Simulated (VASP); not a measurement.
# S (Fd-3m) in VASP: further runs, part 2 of 2

VASP 6.6.1.

## (3) Single point, LDA (volume scaled by 0.95, level accurate)

INCAR reads:

```
SYSTEM = S
  PREC = Accurate
  ENCUT = 520
  EDIFF = 1E-6
  ISMEAR = -1
  SIGMA = 0.05
  LREAL = .FALSE.
  LASPH = .TRUE.
  NELM = 100
  ALGO = Normal
  ISIF = 2
  LWAVE = .FALSE.
  LCHARG = .TRUE.
  GGA = CA
  LELF = .TRUE.
  LVHAR = .TRUE.
  NBANDS = 13
```

KPOINTS reads:

```
regular mesh
0
G
  13 13 13
  0 0 0
```

POSCAR reads:

```
S
1.0
    0.0000000000      2.7693600248      2.7693600248
    2.7693600248      0.0000000000      2.7693600248
    2.7693600248      2.7693600248      0.0000000000
S
2
Direct
   -0.1250000000     -0.1250000000     -0.1250000000
    0.1250000000      0.1250000000      0.1250000000
```

Potentials or basis: VASP PAW LDA potentials, release 64 (S).

Launch:

```sh
cat potpaw_LDA.64/S/POTCAR > POTCAR
mpirun -np 1 vasp_std > vasp.out
```

OUTCAR:

```text
SYSTEM = S
   PREC = Accurate
   ENCUT = 520
   EDIFF = 1E-6
   ISMEAR = -1
   LREAL = .FALSE.
   LASPH = .TRUE.
   NELM = 100
   ISIF = 2
   GGA = CA

 ion  position               nearest neighbor table
   1  0.875  0.875  0.875-   2 2.40   2 2.40   2 2.40   2 2.40
   2  0.125  0.125  0.125-   1 2.40   1 2.40   1 2.40   1 2.40

  LATTYP: Found a face centered cubic cell.
 ALAT       =     5.5387200496

  Lattice vectors:

 A1 = (   0.0000000000,   2.7693600248,   2.7693600248)
 A2 = (   2.7693600248,   0.0000000000,   2.7693600248)
 A3 = (   2.7693600248,   2.7693600248,   0.0000000000)

Analysis of symmetry for initial positions (statically):
=====================================================================
 Subroutine PRICEL returns:
 Original cell was already a primitive cell.

 Routine SETGRP: Setting up the symmetry group for a
 face centered cubic supercell.

 Subroutine GETGRP returns: Found 48 space group operations
 (whereof 12 operations were pure point group operations)
 out of a pool of 48 trial point group operations.

The static configuration has the point symmetry D_3d.
 The point group associated with its full space group is O_h .

Analysis of symmetry for dynamics (positions and initial velocities):
=====================================================================
 Subroutine PRICEL returns:
 Original cell was already a primitive cell.

 Routine SETGRP: Setting up the symmetry group for a
 face centered cubic supercell.

 Subroutine GETGRP returns: Found 48 space group operations
 (whereof 12 operations were pure point group operations)
 out of a pool of 48 trial point group operations.

The dynamic configuration has the point symmetry D_3d.
 The point group associated with its full space group is O_h .

 Subroutine INISYM returns: Found 48 space group operations
 (whereof 12 operations are pure point group operations),
 and found     1 'primitive' translations

----------------------------------------------------------------------------------------

                                     Primitive cell

  volume of cell :      42.4784

  direct lattice vectors                    reciprocal lattice vectors
     0.000000000  2.769360025  2.769360025    -0.180547128  0.180547128  0.180547128
     2.769360025  0.000000000  2.769360025     0.180547128 -0.180547128  0.180547128
     2.769360025  2.769360025  0.000000000     0.180547128  0.180547128 -0.180547128

  length of vectors
     3.916466506  3.916466506  3.916466506     0.312716800  0.312716800  0.312716800

  position of ions in fractional coordinates (direct lattice)
     0.875000000  0.875000000  0.875000000
     0.125000000  0.125000000  0.125000000

  ion indices of the primitive-cell ions
   primitive index   ion index
                 1           1
                 2           2

----------------------------------------------------------------------------------------

 KPOINTS: regular mesh

Automatic generation of k-mesh.
 Grid dimensions read from file:
 generate k-points for:   13   13   13

 Generating k-lattice:

  Cartesian coordinates                     Fractional coordinates (reciprocal lattice)
    -0.013888241  0.013888241  0.013888241     0.076923077  0.000000000  0.000000000
     0.013888241 -0.013888241  0.013888241     0.000000000  0.076923077  0.000000000
     0.013888241  0.013888241 -0.013888241     0.000000000  0.000000000  0.076923077

  Length of vectors
     0.024055138  0.024055138  0.024055138

  Shift w.r.t. Gamma in fractional coordinates (k-lattice)
     0.000000000  0.000000000  0.000000000

 Subroutine IBZKPT returns following result:
 ===========================================

 Found     84 irreducible k-points:

 Following reciprocal coordinates:
            Coordinates               Weight
  0.000000  0.000000  0.000000      1.000000
  0.076923  0.000000  0.000000      8.000000
  0.153846  0.000000  0.000000      8.000000
  0.230769  0.000000  0.000000      8.000000
  0.307692  0.000000  0.000000      8.000000
  0.384615  0.000000  0.000000      8.000000
[... 16 lines left out ...]
  0.384615  0.153846  0.000000     24.000000
  0.461538  0.153846  0.000000     24.000000
 [... further k-points ...]
   k-points           NKPTS =     84   k-points in BZ     NKDIM =     84   number of bands    NBANDS=     13
   number of dos      NEDOS =    301   number of ions     NIONS =      2
   total plane-waves  NPLWV =  27000
   dimension x,y,z NGX =    30 NGY =   30 NGZ =   30
   dimension x,y,z NGXF=    60 NGYF=   60 NGZF=   60
   ions per type =               2
   NGX,Y,Z   is equivalent  to a cutoff of  12.73, 12.73, 12.73 a.u.
   NGXF,Y,Z  is equivalent  to a cutoff of  25.47, 25.47, 25.47 a.u.
 SYSTEM =  S
   PREC   = accura    normal or accurate (medium, high low for compatibility)
   ISTART =      0    job   : 0-new  1-cont  2-samecut
   ICHARG =      2    charge: 1-file 2-atom 10-const
   ISPIN  =      1    spin polarized calculation?
   LNONCOLLINEAR =      F non collinear calculations
   LSORBIT =      F    spin-orbit coupling
   LASPH  =      T    aspherical Exc in radial PAW
   ENCUT  =  520.0 eV  38.22 Ry    6.18 a.u.   7.28  7.28  7.28*2*pi/ulx,y,z
   NELM   =    100;   NELMIN=  2; NELMDL= -5     # of ELM steps
   EDIFF  = 0.1E-05   stopping-criterion for ELM
   LREAL  =      F    real-space projection
[... 7 lines left out ...]
   TEBEG  =    0.0;   TEEND  =   0.0 temperature during run
   PSTRESS=    0.0 pullay stress
   NELECT =      12.0000    total number of electrons
   NUPDOWN=      -1.0000    fix difference up-down
   EMIN   =  10.00;   EMAX   =-10.00  energy-range for DOS
   EFERMI =   0.00;   METHOD = LEGACY
   ISMEAR =    -1;   SIGMA  =   0.05  broadening in eV -4-tet -1-fermi 0-gaus
   EFERMI_NEDOS =   21; number of points for ismear=-14 and -15
   IALGO  =     38    algorithm
   IMIX   =      4    mixing-type and parameters
     AMIX     =   0.40;   BMIX     =  1.00
     AMIX_MAG =   1.60;   BMIX_MAG =  1.00
  volume/ion in A,a.u.               =      21.24       143.33
  Fermi-wavevector in a.u.,A,eV,Ry     =   1.074185  2.029916 15.699407  1.153874
  Thomas-Fermi vector in A             =   2.210006
   LORBIT       =      0    0 simple, 1 ext, 2 COOP (PROOUT), +10 PAW based schemes
   GGA     = CA    functional components
   LHFCALC =     F    Hartree Fock is set to
   AEXX    =    0.0000 exact exchange contribution
   IVDW    =     0    specifies the selected vdW correction
   LEPSILON=     F    determine dielectric tensor
   LRPA    =     F    only Hartree local field effects (RPA)
 non-spin polarized calculation
  energy-cutoff  :      520.00
  volume of cell :       42.48
 maximum number of plane-waves:      1163
 NGX is ok and might be reduce to    30
   NGX = 15   NGY = 15   NGZ = 15

 number of electron      12.0000002 magnetization

 Free energy of the ion-electron system (eV)
  ---------------------------------------------------
  ext. energy  EPLUGINS =         0.00000000
  ---------------------------------------------------
  free energy    TOTEN  =        -7.52352421 eV

  energy without entropy =       -7.50603193  energy(sigma->0) =       -7.51477807

 E-fermi :   4.7222     XC(G=0):  -9.6508

 val. band max:        4.7217767513   @ k =  -0.3846   0.2308   0.0769
 cond. band min:       4.7281123842   @ k =  -0.3077   0.0769   0.0000
 fundamental gap:      0.0063356328
 Fermi energy:         4.7221795395

 k-point     1 :       0.0000    0.0000    0.0000
  band No.  band energies     occupation
      1     -12.0055      2.00000
      2      -3.6952      2.00000
      3       0.3754      2.00000
      4       0.3754      2.00000
      5       0.3754      2.00000
      6       3.5696      2.00000
      7       3.5696      2.00000
      8       3.5696      2.00000
      9      10.0206      0.00000
     10      12.2425      0.00000
     11      12.2425      0.00000
     12      15.1897      0.00000
     13      15.1897      0.00000
[... 353 lines left out ...]
 k-point    24 :       0.4615    0.1538    0.0000
  band No.  band energies     occupation
      1     -10.5066      2.00000
      2      -7.3233      2.00000
      3      -1.4326      2.00000
      4      -0.7867      2.00000
      5       1.5787      2.00000
      6       4.4280      1.99445
      7       5.4812      0.00000
      8       6.6004      0.00000
      9      11.1209      0.00000
     10      11.9448      0.00000
     11      13.5739      0.00000
     12      14.6566      0.00000
     13      14.8834      0.00000

 [... further k-points ...]

------------------------ aborting loop because EDIFF is reached ----------------------------------------

  FORCE on cell =-STRESS in cart. coord.  units (eV):
  Direction    XX          YY          ZZ          XY          YZ          ZX
  --------------------------------------------------------------------------------------
  -------------------------------------------------------------------------------------
  Total        0.7728646      0.7728646      0.7728646     -0.0000000      0.0000000      0.0000000
  in kB       29.1504840     29.1504840     29.1504840     -0.0000000      0.0000000      0.0000000
  external PRESSURE =      29.1504840 kB  Pullay stress =       0.0000000 kB

 VOLUME and BASIS-vectors are now :
 -----------------------------------------------------------------------------
  energy-cutoff  :      520.00
  volume of cell :       42.48
      direct lattice vectors                 reciprocal lattice vectors
     0.000000000  2.769360025  2.769360025    -0.180547128  0.180547128  0.180547128
     2.769360025  0.000000000  2.769360025     0.180547128 -0.180547128  0.180547128
     2.769360025  2.769360025  0.000000000     0.180547128  0.180547128 -0.180547128

 POSITION                                       TOTAL-FORCE (eV/Angst)
 -----------------------------------------------------------------------------------
      4.84638      4.84638      4.84638        -0.000000      0.000000      0.000000
      0.69234      0.69234      0.69234         0.000000     -0.000000     -0.000000
 -----------------------------------------------------------------------------------
    total drift:                               -0.000000      0.000000      0.000000

  FREE ENERGIE OF THE ION-ELECTRON SYSTEM (eV)
  ---------------------------------------------------
  free  energy   TOTEN  =        -7.5235242064 eV

  energy  without entropy=       -7.5060319292  energy(sigma->0) =       -7.51477807
```

OSZICAR:

```text
N       E                     dE             d eps       ncg     rms          rms(c)
DAV:   1     0.417659503659E+02    0.41766E+02   -0.52253E+03  2184   0.787E+02
DAV:   2    -0.505368202829E+01   -0.46820E+02   -0.44170E+02  3103   0.132E+02
DAV:   3    -0.750846323529E+01   -0.24548E+01   -0.24203E+01  2819   0.312E+01
DAV:   4    -0.753394126412E+01   -0.25478E-01   -0.25468E-01  2741   0.386E+00
DAV:   5    -0.753436215709E+01   -0.42089E-03   -0.42087E-03  2879   0.489E-01    0.175E+01
DAV:   6    -0.752714187825E+01    0.72203E-02   -0.19741E-03  2724   0.297E-01    0.104E+01
DAV:   7    -0.752350298343E+01    0.36389E-02   -0.43125E-03  2719   0.429E-01    0.659E-02
DAV:   8    -0.752352420440E+01   -0.21221E-04   -0.28390E-04  2669   0.115E-01    0.369E-02
DAV:   9    -0.752352420638E+01   -0.19778E-08   -0.99518E-06  2789   0.206E-02
   1 F= -.75235242E+01 E0= -.75147781E+01  d E =-.174923E-01
```

stdout:

```text
POSCAR found type information on POSCAR S
 POSCAR found :  1 types and       2 ions
 scaLAPACK will be used
 LDA part: xc-table for (Slater(with rela. corr.)+CA(PZ))
 , standard interpolation
 POSCAR, INCAR and KPOINTS ok, starting setup
 FFT: planning ... GRIDC
 FFT: planning ... GRID_SOFT
 FFT: planning ... GRID
 WAVECAR not read
 entering main loop
```

It took 66 s on 1 thread of AMD EPYC 7R13, shared host; peak memory 0.13 GiB.

Results:

- Free energy: -7.5235 eV
- Pressure: 2.9 GPa
- Band gap on the k mesh: zero (band 6 reaches 5.18 eV, above the bottom of band 7 at 3.57 eV)

Caveat: the cell differs from its parent crystal (volume scaled by 0.95, level accurate).

## (4) Single point, LDA

This run uses another cell than the first one, of 22.36 Å³/atom, 1.053 times its volume.

INCAR reads:

```
  PREC = Accurate
  ENCUT = 520
  EDIFF = 1E-6
  ISMEAR = -1
  SIGMA = 0.05
  LREAL = F
  LASPH = T
  NELM = 80
  ALGO = Normal
  ISIF = 2
  LWAVE = F
  LCHARG = F
  NBANDS = 13
```

KPOINTS reads:

```
regular mesh
0
Gamma
  13 13 13
```

POSCAR reads:

```
S
1.0
    0.0000000000      2.8171169965      2.8171169965
    2.8171169965      0.0000000000      2.8171169965
    2.8171169965      2.8171169965      0.0000000000
S
2
Direct
   -0.1250000000     -0.1250000000     -0.1250000000
    0.1250000000      0.1250000000      0.1250000000
```

Potentials or basis: VASP PAW LDA potentials, release 64 (S).

Launch:

```sh
cat potpaw_LDA.64/S/POTCAR > POTCAR
mpirun -np 1 vasp_std > vasp.out
```

OUTCAR:

```text
PREC = Accurate
   ENCUT = 520
   EDIFF = 1E-6
   ISMEAR = -1
   LREAL = F
   LASPH = T
   NELM = 80
   ISIF = 2

 ion  position               nearest neighbor table
   1  0.875  0.875  0.875-   2 2.44   2 2.44   2 2.44   2 2.44
   2  0.125  0.125  0.125-   1 2.44   1 2.44   1 2.44   1 2.44

  LATTYP: Found a face centered cubic cell.
 ALAT       =     5.6342339930

  Lattice vectors:

 A1 = (   0.0000000000,   2.8171169965,   2.8171169965)
 A2 = (   2.8171169965,   0.0000000000,   2.8171169965)
 A3 = (   2.8171169965,   2.8171169965,   0.0000000000)

Analysis of symmetry for initial positions (statically):
=====================================================================
 Subroutine PRICEL returns:
 Original cell was already a primitive cell.

 Routine SETGRP: Setting up the symmetry group for a
 face centered cubic supercell.

 Subroutine GETGRP returns: Found 48 space group operations
 (whereof 12 operations were pure point group operations)
 out of a pool of 48 trial point group operations.

The static configuration has the point symmetry D_3d.
 The point group associated with its full space group is O_h .

Analysis of symmetry for dynamics (positions and initial velocities):
[... 176 lines left out ...]
      8       3.0839      2.00000
      9       9.3930      0.00000
     10      11.7799      0.00000
     11      11.7799      0.00000
     12      14.5664      0.00000
     13      14.5664      0.00000
[... 354 lines left out ...]
  band No.  band energies     occupation
      1     -10.7487      2.00000
      2      -7.7459      2.00000
      3      -1.7073      2.00000
      4      -1.0881      2.00000
      5       1.0497      2.00000
      6       3.8726      1.99073
      7       4.8862      0.00000
      8       5.8911      0.00000
      9      10.5642      0.00000
     10      11.3154      0.00000
     11      12.9614      0.00000
     12      13.9937      0.00000
     13      14.3244      0.00000

 [... further k-points ...]

------------------------ aborting loop because EDIFF is reached ----------------------------------------

  FORCE on cell =-STRESS in cart. coord.  units (eV):
  Direction    XX          YY          ZZ          XY          YZ          ZX
  --------------------------------------------------------------------------------------
  -------------------------------------------------------------------------------------
  Total        0.0038741      0.0038741      0.0038741      0.0000000      0.0000000      0.0000000
  in kB        0.1388159      0.1388159      0.1388159      0.0000000      0.0000000      0.0000000
  external PRESSURE =       0.1388159 kB  Pullay stress =       0.0000000 kB

 VOLUME and BASIS-vectors are now :
 -----------------------------------------------------------------------------
  energy-cutoff  :      520.00
  volume of cell :       44.71
      direct lattice vectors                 reciprocal lattice vectors
     0.000000000  2.817116996  2.817116996    -0.177486416  0.177486416  0.177486416
     2.817116996  0.000000000  2.817116996     0.177486416 -0.177486416  0.177486416
     2.817116996  2.817116996  0.000000000     0.177486416  0.177486416 -0.177486416

 POSITION                                       TOTAL-FORCE (eV/Angst)
 -----------------------------------------------------------------------------------
      4.92995      4.92995      4.92995         0.000000      0.000000      0.000000
      0.70428      0.70428      0.70428        -0.000000     -0.000000     -0.000000
 -----------------------------------------------------------------------------------
    total drift:                               -0.000000      0.000000      0.000000

  FREE ENERGIE OF THE ION-ELECTRON SYSTEM (eV)
  ---------------------------------------------------
  free  energy   TOTEN  =        -7.5436597571 eV

  energy  without entropy=       -7.5263984208  energy(sigma->0) =       -7.53502909
```

Run time: 68 s. Hardware: 1 thread of AMD EPYC 7R13, shared host; peak memory 0.13 GiB.

What came out:

| Quantity | Value |
| --- | --- |
| Free energy | -7.5437 eV |
| Pressure | 0.0 GPa |
| Band gap on the k mesh | zero (band 6 reaches 4.48 eV, above the bottom of band 7 at 3.08 eV) |
